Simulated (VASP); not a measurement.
Crystal: Mg.

```
CELL_PARAMETERS angstrom
3.18918 0.00000 0.00000
-1.59459 2.76191 0.00000
0.00000 0.00000 5.11341
ATOMIC_POSITIONS crystal
Mg 0.33333 0.66667 0.25000
Mg 0.66667 0.33333 0.75000
```

Base run:

- Program: VASP 6.6.1
- Functional: r2SCAN
- Potentials or basis: VASP PAW PBE potentials, release 64 (Mg)
- Cutoff: 520 eV
- k mesh: 11 × 11 × 6
- Occupations: fermi-dirac, width 0.05 eV
- Spin: no spin polarisation

Its results: band gap on the k mesh zero (bands 2 and 3 overlap by 1.94 eV); pressure -0.2 GPa.

The run is repeated on the same cell with these changes: functional from r2SCAN to PBE. What comes out?

Band gap on the k mesh zero (bands 2 and 3 overlap by 1.98 eV); pressure 0.5 GPa.

Caveats: the PAW data sets were made with another functional, which shifts forces and pressure a little (at least some runs).
